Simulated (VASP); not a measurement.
A run of VASP 6.6.1 is set up as follows.

Contents of INCAR:

```
PREC = Accurate
ENCUT = 520
EDIFF = 1E-8
ISMEAR = -1
SIGMA = 0.08
LREAL = False
LASPH = True
NELM = 100
ALGO = Normal
ISIF = 2
LWAVE = False
LCHARG = False
GGA = CA
LEFG = True
NBANDS = 31
```

KPOINTS

```
regular mesh
0
Gamma
  8 8 8
```

POSCAR

```
La3Tl
1.0
    5.1106000000      0.0000000000      0.0000000000
    0.0000000000      5.1106000000      0.0000000000
    0.0000000000      0.0000000000      5.0600000000
La Tl
3 1
Direct
    0.0000000000      0.5000000000      0.5000000000
    0.5000000000      0.0000000000      0.5000000000
    0.5000000000      0.5000000000      0.0000000000
    0.0000000000      0.0000000000      0.0000000000
```

Potentials or basis: VASP PAW LDA potentials, release 64 (La, Tl_d).

The run is started by

```sh
$ cat potpaw_LDA.64/La/POTCAR potpaw_LDA.64/Tl_d/POTCAR > POTCAR
$ mpirun -np 1 vasp_std > vasp.out
```

Question: Predict the band gap on the k mesh.

Answer: Zero (bands 23 and 24 overlap by 1.00 eV).

Question: What does it give for the pressure?

Answer: -4.3 GPa.

Stress tensor (GPa, compression positive):
```
-4.35  0.00  0.00
 0.00 -4.35  0.00
 0.00  0.00 -4.10
```

Caveat: the cell differs from its parent crystal (equal xx and yy strain of +1 %); the cell stands under tension; without QUAD_EFG the Cq values of the log hold for a quadrupole moment of 1 mb, not for the nuclei; spin-orbit coupling is left out, which moves the levels of the heavy elements.
